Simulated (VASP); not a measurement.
A run of VASP 6.6.1:

Contents of POSCAR:

```
BN
1.0
    2.5948289996      0.0000000000      0.0000000000
   -1.2974144998      2.2471878321      0.0000000000
    0.0000000000      0.0000000000      4.2919716483
B N
2 2
Direct
    0.3333333333      0.6666666667     -0.0000513168
    0.6666666667      0.3333333333      0.4999486832
    0.3333333333      0.6666666667      0.3750513168
    0.6666666667      0.3333333333      0.8750513168
```

The input INCAR.step1:

```
SYSTEM = BN
PREC = Accurate
ENCUT = 520
ISMEAR = 0
SIGMA = 0.01
LREAL = .False.
LASPH = .True.
NELM = 80
NBANDS = 16
GGA = PE
ALGO = Normal
EDIFF = 1E-4
LWAVE = .True.
LCHARG = .False.
```

File INCAR.step2:

```
SYSTEM = BN
PREC = Accurate
ENCUT = 520
EDIFF = 1E-6
ISMEAR = 0
SIGMA = 0.01
LREAL = .False.
LASPH = .True.
NELM = 80
ALGO = Normal
ISIF = 2
LWAVE = .False.
LCHARG = .True.
METAGGA = R2SCAN
LMIXTAU = .True.
LELF = .True.
LVHAR = .True.
NBANDS = 16
ISTART = 1
```

KPOINTS

```
regular mesh
0
Gamma
  12 12 6
  0 0 0
```

Potentials or basis: VASP PAW PBE potentials, release 64 (B, N).

Launch:

```sh
$ cat potpaw_PBE.64/B/POTCAR potpaw_PBE.64/N/POTCAR > POTCAR
$ cp INCAR.step1 INCAR
$ mpirun -np 1 vasp_std > vasp.out
$ cp INCAR.step2 INCAR
$ mpirun -np 1 vasp_std > vasp.out
```

Hardware: 1 thread of AMD EPYC 7R13, with other jobs on the host.

Problem. Estimate the wall time of this run.

Solution. It took 84 s on 1 thread of AMD EPYC 7R13, with other jobs on the host, peak memory 0.12 GiB. Counts: k points 76.
